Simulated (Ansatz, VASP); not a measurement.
**O: VASP beside Ansatz**

```
O
1.0
     2.88893   -1.68429    0.00000
     2.88893    1.68429    0.00000
    -2.42600    0.00000    3.69504
O
2
Direct
  0.97455 0.97455 0.84443
  0.02545 0.02545 0.15557
```

Change from the starting cell: volume scaled by 1.04.

Alike in both runs: task single point; functional PBEsol; k mesh 10 × 10 × 7; occupations fermi-dirac, width 0.05 eV; no spin polarisation.

```csv
,VASP,Ansatz
version,VASP 6.6.1,Ansatz 0.2.0
potentials or method,"VASP PAW PBE potentials, release 64 (O), cutoff 520 eV","all-electron LAPW, scalar-relativistic"
```

```csv
,VASP,Ansatz,Ansatz less VASP
gap on the k mesh at the Fermi level (eV),none,none,-
pressure (GPa),-3.7,-5.3,-1.62
"traceless stress, the component that is largest in VASP (GPa)",-2.56,-5.55,-2.995
rms of the force components (eV/Å),0.445,1.035,+0.5903
```

VASP's potentials were made for PBE, not for PBEsol. Atom by atom the forces differ by 0.595 eV/Å (rms over components). A gap of «none» marks a metal or a gap that the smearing closes. Ansatz ran all-electron here, and VASP with PAW potentials.

Noted on VASP's run: the standard files for N, O and F lose accuracy on very short bonds; spin is off for a triplet molecule. Noted on Ansatz's run: spin is off for a triplet molecule.
